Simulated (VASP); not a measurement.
## IrO: single point with r2SCAN

Crystal: IrO.

```xyz
4
Lattice="2.5861 0.0000 0.0000 0.0000 2.5861 0.0000 0.0000 0.0000 5.1722" Properties=species:S:1:pos:R:3 pbc="T T T"
Ir    2.5861    2.5861    5.1722
Ir    2.5861    2.5861    2.5861
O     1.2931    1.2931    1.2931
O     1.2931    1.2931    3.8792
```

```yaml
Program: VASP 6.6.1
Task: single point
Functional: r2SCAN
Potentials_or_basis: VASP PAW PBE potentials, release 64 (Ir, O)
Cutoff: 520 eV
k_mesh: 16 × 16 × 8
Occupations: gaussian, width 0.1 eV
Spin: collinear spin
Starting_moments: "[1.0, -1.0, 0.0, 0.0] μB"
Dipole_correction: no
Further_INCAR_settings: ALGO = Normal; EDIFF = 1e-07; NBANDS = 27
```

The pressure is 109.9 GPa and the band gap on the k mesh is zero (filled and empty bands overlap). The net moment is 0.00 μB per cell and the valence electrons inside the program's atomic spheres are Ir 8.59; O 4.98.

Levels at points of the mesh, in eV from the Fermi level:
Spin up:
```csv
k point,band 12,band 13,band 14,band 15,band 16,band 17,band 18,band 19
"(0.00, 0.00, 0.00)",-1.32,-0.32,-0.32,-0.32,-0.09,0.07,1.24,1.24
"(0.50, 0.00, 0.00)",-2.80,-2.80,-0.09,0.07,1.24,1.24,2.06,6.98
"(0.50, 0.50, 0.00)",-2.80,2.04,2.04,2.04,2.06,2.26,2.26,7.95
"(0.00, 0.00, 0.50)",-3.79,-0.13,-0.13,0.50,0.50,0.51,0.51,2.01
"(0.50, 0.00, 0.50)",-1.53,-1.47,-1.47,-0.38,-0.38,0.02,0.03,7.95
"(0.50, 0.50, 0.50)",-0.41,-0.41,-0.41,0.36,0.36,2.16,2.16,9.03
```
Spin down:
| k point | band 11 | band 12 | band 13 | band 14 | band 15 | band 16 | band 17 | band 18 | band 19 | band 20 |
| --- | --- | --- | --- | --- | --- | --- | --- | --- | --- | --- |
| (0.00, 0.00, 0.00) | -5.71 | -1.32 | -0.32 | -0.32 | -0.32 | -0.09 | 0.07 | 1.24 | 1.24 | 6.98 |
| (0.50, 0.00, 0.00) | -3.41 | -2.80 | -2.80 | -0.09 | 0.07 | 1.24 | 1.24 | 2.06 | 6.98 | 8.99 |
| (0.50, 0.50, 0.00) | -2.80 | -2.80 | 2.04 | 2.04 | 2.04 | 2.06 | 2.26 | 2.26 | 7.95 | 7.95 |
| (0.00, 0.00, 0.50) | -3.79 | -3.79 | -0.13 | -0.13 | 0.50 | 0.50 | 0.51 | 0.51 | 2.01 | 2.01 |
| (0.50, 0.00, 0.50) | -1.53 | -1.53 | -1.47 | -1.47 | -0.38 | -0.38 | 0.02 | 0.03 | 7.95 | 7.95 |
| (0.50, 0.50, 0.50) | -0.41 | -0.41 | -0.41 | -0.41 | 0.36 | 0.36 | 2.16 | 2.16 | 9.03 | 9.03 |

It took 21 min on 1 thread of Oxide Virtual Turin-like Processor, on a shared host, peak memory 0.37 GiB.

Caveat: the cell stands under pressure; the PAW data sets were made with another functional, which shifts forces and pressure a little; spin-orbit coupling is left out, which moves the levels of the heavy elements.
